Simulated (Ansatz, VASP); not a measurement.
SrO in VASP and in Ansatz

File INCAR:

```
SYSTEM = SrO
ALGO     = Normal         ! electronic algorithm
EDIFF    = 1E-7           ! SCF threshold, eV
ENCUT    = 520            ! plane-wave cutoff, eV
GGA      = PE             ! functional
ISIF     = 2              ! what is computed and relaxed
ISMEAR   = -1             ! smearing method
LASPH    = .True.         ! aspherical terms in the spheres
LCHARG   = .False.        ! write CHGCAR
LREAL    = .False.        ! projectors in reciprocal space
LWAVE    = .False.        ! write WAVECAR
NBANDS   = 15             ! bands
NELM     = 80             ! most SCF steps
PREC     = Accurate       ! precision mode
SIGMA    = 0.02           ! smearing width, eV
```

Contents of KPOINTS:

```
k-points
0
Gamma
  8 8 8
  0 0 0
```

File POSCAR:

```
SrO
1.0
    0.0513960000      2.5954980000      2.5954980000
    2.5954980000      0.0513960000      2.5954980000
    2.5954980000      2.5954980000      0.0513960000
Sr O
1 1
Direct
    0.0000000000      0.0000000000      0.0000000000
    0.5000000000      0.5000000000      0.5000000000
```

Input for Ansatz:

```yaml
crystal:
  lattice:
    - [0.051396, 2.595498, 2.595498]
    - [2.595498, 0.051396, 2.595498]
    - [2.595498, 2.595498, 0.051396]
  atoms:
    - { symbol: Sr, position: [0.0, 0.0, 0.0] }
    - { symbol: O, position: [0.5, 0.5, 0.5] }
kpoints:
  mp_grid: { grid: [8, 8, 8] }
  band_path:
    path:
      - [0.0, 0.0, 0.0]
      - [0.5, 0.5, 0.5]
      - [0.2451701269, 0.5, 0.7548298731]
      - [-0.2451701269, 0.2451701269, 0.5]
      - [0.0, 0.0, 0.5]
      - [0.0, 0.0, 0.0]
      - [-0.3725850634, 0.0, 0.3725850634]
      - [0.0, 0.3725850634, 0.6274149366]
      - [0.0, 0.5, 0.5]
    npoints: 5
scf:
  occupations: { method: fermi_dirac, width: 0.02 }
hamiltonian:
  xc: pbe
  pseudopotentials: { kind: all_electron, lapw: { basis_error: 0.00025 } }
output:
  forces: true
  stress: true
  eigenvalues: true
```

Change from the starting cell: equal xy, yz and zx shear strains of +2 %.

Alike in both runs: task single point; functional PBE; k mesh 8 × 8 × 8; occupations fermi-dirac, width 0.02 eV; no spin polarisation.

```csv
,VASP,Ansatz
version,VASP 6.6.1,Ansatz 0.2.0
potentials or method,"VASP PAW PBE potentials, release 64 (Sr_sv, O), cutoff 520 eV","all-electron LAPW, scalar-relativistic"
```

```tsv
	VASP	Ansatz	Ansatz less VASP
gap on the k mesh at the Fermi level (eV)	3.23	3.28	+0.047
pressure (GPa)	3.5	2.9	-0.59
traceless stress, the component that is largest in VASP (GPa)	-1.14	-1.14	-0.001
```

Ansatz ran all-electron here, and VASP with PAW potentials.
